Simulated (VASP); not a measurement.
# Y (Pm-3m) in VASP: notebook, part 2 of 2

VASP 6.6.1. Earlier steps stand in the parts before.

**6. Relaxation of cell and atoms, PBE**

This run uses another cell than the first one, of 36.26 Å³/atom.

INCAR

```
SYSTEM = Y
ALGO = Normal
EDIFF = 1E-6
EDIFFG = -0.01
ENCUT = 600
GGA = PE
IBRION = 2
ISIF = 3
ISMEAR = -1
LASPH = .True.
LCHARG = .False.
LREAL = .False.
LWAVE = .False.
NELM = 60
NSW = 80
PREC = Accurate
SIGMA = 0.1
```

KPOINTS

```
k-points
0
Gamma
  7 7 7
  0 0 0
```

POSCAR

```
Y
1.0
    3.3100000000      0.0000000000      0.0000000000
    0.0000000000      3.3100000000      0.0000000000
    0.0000000000      0.0000000000      3.3100000000
Y
1
Direct
    0.0000000000      0.0000000000      0.0000000000
```

Potentials or basis: VASP PAW PBE potentials, release 64 (Y_sv).

Run with:

```sh
cat potpaw_PBE.64/Y_sv/POTCAR > POTCAR
mpirun -np 1 vasp_std > vasp.out
```

OUTCAR:

```text
SYSTEM = Y
   EDIFF = 1E-6
   EDIFFG = -0.01
   ENCUT = 600
   GGA = PE
   IBRION = 2
   ISIF = 3
   ISMEAR = -1
   LASPH = .True.
   LREAL = .False.
   NELM = 60
   NSW = 80
   PREC = Accurate

 ion  position               nearest neighbor table
   1  0.000  0.000  0.000-

  LATTYP: Found a simple cubic cell.
 ALAT       =     3.3100000000

  Lattice vectors:

 A1 = (   3.3100000000,   0.0000000000,   0.0000000000)
 A2 = (   0.0000000000,   3.3100000000,   0.0000000000)
 A3 = (   0.0000000000,   0.0000000000,   3.3100000000)

Analysis of symmetry for initial positions (statically):
=====================================================================
 Subroutine PRICEL returns:
 Original cell was already a primitive cell.

 Routine SETGRP: Setting up the symmetry group for a
 simple cubic supercell.

 Subroutine GETGRP returns: Found 48 space group operations
 (whereof 48 operations were pure point group operations)
 out of a pool of 48 trial point group operations.

The static configuration has the point symmetry O_h .

Analysis of symmetry for dynamics (positions and initial velocities):
=====================================================================
 Subroutine PRICEL returns:
 Original cell was already a primitive cell.

 Routine SETGRP: Setting up the symmetry group for a
 simple cubic supercell.

 Subroutine GETGRP returns: Found 48 space group operations
 (whereof 48 operations were pure point group operations)
 out of a pool of 48 trial point group operations.

The dynamic configuration has the point symmetry O_h .

 Subroutine INISYM returns: Found 48 space group operations
 (whereof 48 operations are pure point group operations),
 and found     1 'primitive' translations

----------------------------------------------------------------------------------------

                                     Primitive cell

  volume of cell :      36.2647

  direct lattice vectors                    reciprocal lattice vectors
     3.310000000  0.000000000  0.000000000     0.302114804  0.000000000  0.000000000
     0.000000000  3.310000000  0.000000000     0.000000000  0.302114804  0.000000000
     0.000000000  0.000000000  3.310000000     0.000000000  0.000000000  0.302114804

  length of vectors
     3.310000000  3.310000000  3.310000000     0.302114804  0.302114804  0.302114804

  position of ions in fractional coordinates (direct lattice)
     0.000000000  0.000000000  0.000000000

  ion indices of the primitive-cell ions
   primitive index   ion index
                 1           1

----------------------------------------------------------------------------------------

 KPOINTS: k-points

Automatic generation of k-mesh.
 Grid dimensions read from file:
 generate k-points for:    7    7    7

 Generating k-lattice:

  Cartesian coordinates                     Fractional coordinates (reciprocal lattice)
     0.043159258  0.000000000  0.000000000     0.142857143  0.000000000  0.000000000
     0.000000000  0.043159258  0.000000000     0.000000000  0.142857143  0.000000000
     0.000000000  0.000000000  0.043159258     0.000000000  0.000000000  0.142857143

  Length of vectors
     0.043159258  0.043159258  0.043159258

  Shift w.r.t. Gamma in fractional coordinates (k-lattice)
     0.000000000  0.000000000  0.000000000

 Subroutine IBZKPT returns following result:
 ===========================================

 Found     20 irreducible k-points:

 Following reciprocal coordinates:
            Coordinates               Weight
  0.000000  0.000000  0.000000      1.000000
  0.142857  0.000000  0.000000      6.000000
  0.285714  0.000000  0.000000      6.000000
  0.428571  0.000000  0.000000      6.000000
  0.142857  0.142857  0.000000     12.000000
  0.285714  0.142857  0.000000     24.000000
[... 12 lines left out ...]
  0.428571  0.428571  0.285714     24.000000
  0.428571  0.428571  0.428571      8.000000
   k-points           NKPTS =     20   k-points in BZ     NKDIM =     20   number of bands    NBANDS=      9
   number of dos      NEDOS =    301   number of ions     NIONS =      1
   total plane-waves  NPLWV =  21952
   dimension x,y,z NGX =    28 NGY =   28 NGZ =   28
   dimension x,y,z NGXF=    56 NGYF=   56 NGZF=   56
   ions per type =               1
   NGX,Y,Z   is equivalent  to a cutoff of  14.06, 14.06, 14.06 a.u.
   NGXF,Y,Z  is equivalent  to a cutoff of  28.13, 28.13, 28.13 a.u.
 SYSTEM =  Y
   PREC   = accura    normal or accurate (medium, high low for compatibility)
   ISTART =      0    job   : 0-new  1-cont  2-samecut
   ICHARG =      2    charge: 1-file 2-atom 10-const
   ISPIN  =      1    spin polarized calculation?
   LNONCOLLINEAR =      F non collinear calculations
   LSORBIT =      F    spin-orbit coupling
   LASPH  =      T    aspherical Exc in radial PAW
   ENCUT  =  600.0 eV  44.10 Ry    6.64 a.u.   6.61  6.61  6.61*2*pi/ulx,y,z
   NELM   =     60;   NELMIN=  2; NELMDL= -5     # of ELM steps
   EDIFF  = 0.1E-05   stopping-criterion for ELM
   LREAL  =      F    real-space projection
   EDIFFG = -.1E-01   stopping-criterion for IOM
   NSW    =     80    number of steps for IOM
   IBRION =      2    ionic relax: 0-MD 1-quasi-New 2-CG
   NFREE  =      1    steps in history (QN), initial steepest desc. (CG)
   ISIF   =      3    stress and relaxation
   ISYM   =      2    0-nonsym 1-usesym 2-fastsym
   POTIM  = 0.5000    time-step for ionic-motion
   TEBEG  =    0.0;   TEEND  =   0.0 temperature during run
   PSTRESS=    0.0 pullay stress
   NELECT =      11.0000    total number of electrons
   NUPDOWN=      -1.0000    fix difference up-down
   EMIN   =  10.00;   EMAX   =-10.00  energy-range for DOS
   EFERMI =   0.00;   METHOD = LEGACY
   ISMEAR =    -1;   SIGMA  =   0.10  broadening in eV -4-tet -1-fermi 0-gaus
   EFERMI_NEDOS =   21; number of points for ismear=-14 and -15
   IALGO  =     38    algorithm
   IMIX   =      4    mixing-type and parameters
     AMIX     =   0.40;   BMIX     =  1.00
     AMIX_MAG =   1.60;   BMIX_MAG =  1.00
  volume/ion in A,a.u.               =      36.26       244.73
  Fermi-wavevector in a.u.,A,eV,Ry     =   1.099962  2.078627 16.461916  1.209917
  Thomas-Fermi vector in A             =   2.236365
   LORBIT       =      0    0 simple, 1 ext, 2 COOP (PROOUT), +10 PAW based schemes
   GGA     = PE    functional components
   LHFCALC =     F    Hartree Fock is set to
   AEXX    =    0.0000 exact exchange contribution
   IVDW    =     0    specifies the selected vdW correction
   LEPSILON=     F    determine dielectric tensor
   LRPA    =     F    only Hartree local field effects (RPA)
 conjugate gradient relaxation of ions
 non-spin polarized calculation
  energy-cutoff  :      600.00
  volume of cell :       36.26
 maximum number of plane-waves:      1231
 NGX is ok and might be reduce to    28
   NGX = 13   NGY = 13   NGZ = 13

--------------------------------------- Ionic step        1  -------------------------------------------

 number of electron      10.9999999 magnetization

 Free energy of the ion-electron system (eV)
  ---------------------------------------------------
  ext. energy  EPLUGINS =         0.00000000
  ---------------------------------------------------
  free energy    TOTEN  =        -5.66567423 eV

  energy without entropy =       -5.58090340  energy(sigma->0) =       -5.62328882

------------------------ aborting loop because EDIFF is reached ----------------------------------------

  FORCE on cell =-STRESS in cart. coord.  units (eV):
  Direction    XX          YY          ZZ          XY          YZ          ZX
  --------------------------------------------------------------------------------------
  -------------------------------------------------------------------------------------
  Total       -0.1817840     -0.1817840     -0.1817840      0.0000000      0.0000000     -0.0000000
  in kB       -8.0312338     -8.0312338     -8.0312338      0.0000000      0.0000000     -0.0000000
  external PRESSURE =      -8.0312338 kB  Pullay stress =       0.0000000 kB
[... 55 lines left out ...]
  energy  without entropy=       -5.5854033959  energy(sigma->0) =       -5.62703949

--------------------------------------- Ionic step        3  -------------------------------------------

 number of electron      10.9999999 magnetization

 Free energy of the ion-electron system (eV)
  ---------------------------------------------------
  ext. energy  EPLUGINS =         0.00000000
  ---------------------------------------------------
  free energy    TOTEN  =        -5.66880912 eV

  energy without entropy =       -5.58589456  energy(sigma->0) =       -5.62735184

 E-fermi :   2.6816     XC(G=0):  -9.1210

 val. band max:        2.6770085685   @ k =   0.2857   0.1429   0.0000
 cond. band min:       2.7324691335   @ k =   0.4286   0.0000   0.0000
 fundamental gap:      0.0554605650
 Fermi energy:         2.6816363053

 k-point     1 :       0.0000    0.0000    0.0000
  band No.  band energies     occupation
      1     -40.3498      2.00000
      2     -20.0029      2.00000
      3     -20.0029      2.00000
      4     -20.0029      2.00000
      5      -1.7829      2.00000
      6       2.0787      1.99520
      7       2.0787      1.99520
      8       7.8140      0.00000
      9       7.8140      0.00000
[... 254 lines left out ...]
  FREE ENERGIE OF THE ION-ELECTRON SYSTEM (eV)
  ---------------------------------------------------
  free  energy   TOTEN  =        -5.6688091241 eV

  energy  without entropy=       -5.5858945574  energy(sigma->0) =       -5.62735184

 reached required accuracy - stopping structural energy minimisation
```

OSZICAR:

```text
N       E                     dE             d eps       ncg     rms          rms(c)
DAV:   1     0.225202411297E+02    0.22520E+02   -0.61262E+03   360   0.121E+03
DAV:   2    -0.480426632874E+01   -0.27325E+02   -0.26838E+02   447   0.175E+02
DAV:   3    -0.588179787761E+01   -0.10775E+01   -0.10488E+01   538   0.240E+01
[... 24 lines left out ...]
DAV:   3    -0.566853476385E+01    0.52389E-03   -0.42242E-03   531   0.401E-01    0.842E-02
DAV:   4    -0.566863470046E+01   -0.99937E-04   -0.69945E-05   420   0.754E-02    0.543E-02
DAV:   5    -0.566877464637E+01   -0.13995E-03   -0.16742E-04   554   0.577E-02    0.275E-02
DAV:   6    -0.566880951585E+01   -0.34869E-04   -0.47509E-05   582   0.544E-02    0.330E-03
DAV:   7    -0.566880912408E+01    0.39177E-06   -0.56629E-07   231   0.751E-03
   3 F= -.56688091E+01 E0= -.56273518E+01  d E =-.313489E-02
```

CONTCAR:

```text
Y
   1.00000000000000
     3.2744021350858370    0.0000000000000000   -0.0000000000000000
     0.0000000000000000    3.2744021350858370   -0.0000000000000000
     0.0000000000000000    0.0000000000000000    3.2744021350858370
  Y
     1
Direct
     0.0000000000000000    0.0000000000000000    0.0000000000000000

  0.00000000E+00  0.00000000E+00  0.00000000E+00
```

Wall time 45 s (1 thread of AMD EPYC, shared host); peak memory 0.14 GiB.

Results:

```
Free energy                           : -5.6688 eV
Relaxed volume                        : 35.11 Å³/atom
Relaxed cell                          : a = 3.274 Å, b = 3.274 Å, c = 3.274 Å, α = 90.00°, β = 90.00°, γ = 90.00°
Space group after relaxing (to 0.1 Å) : Pm-3m (No. 221)
Energy gained by relaxing             : 3.1 meV/atom
Ionic steps                           : 3
Pressure after relaxing               : 0.0 GPa
Band gap on the k mesh                : zero (an odd number of electrons rules out a gap without spin polarisation)
```

The path:
| step | energy change (eV) | largest force (eV/Å) | pressure (GPa) | volume (Å³) |
| --- | --- | --- | --- | --- |
| 1 | 0.0000 | 0.0000 | -0.80 | 36.26 |
| 2 | -0.0030 | 0.0000 | -0.18 | 35.32 |
| 3 | -0.0031 | 0.0000 | -0.02 | 35.11 |

Final structure:
```
CELL_PARAMETERS angstrom
3.27440 0.00000 0.00000
0.00000 3.27440 0.00000
0.00000 0.00000 3.27440
ATOMIC_POSITIONS crystal
Y 0.00000 0.00000 0.00000
```

Levels at points of the mesh, in eV from the Fermi level:
| k point | band 3 | band 4 | band 5 | band 6 | band 7 | band 8 | band 9 |
| --- | --- | --- | --- | --- | --- | --- | --- |
| (0.00, 0.00, 0.00) | -22.68 | -22.68 | -4.46 | -0.60 | -0.60 | 5.13 | 5.13 |

**7. Summary**

```tsv
task	cell	cutoff (eV)	gap on the mesh (eV)	pressure (GPa)
single point	a = 2.863 Å, 1 atom	520	none	19.9
single point	a = 3.008 Å, 1 atom	520	none	10.0
single point	a = 3.115 Å, 1 atom	520	none	5.0
single point	a = 3.274 Å, 1 atom	520	none	0.0
relaxation of cell and atoms	relaxed from a = 3.310 Å, 1 atom	600	none	0.0
```

Alike in all rows: level PBE; potentials or basis VASP PAW PBE potentials, release 64 (Y_sv); no spin polarisation; k mesh 7 × 7 × 7; smearing fermi-dirac 0.1 eV.

Caveats: the cell stands under pressure (at least some runs).

Absolute energies hang on the potentials; compare differences alone.
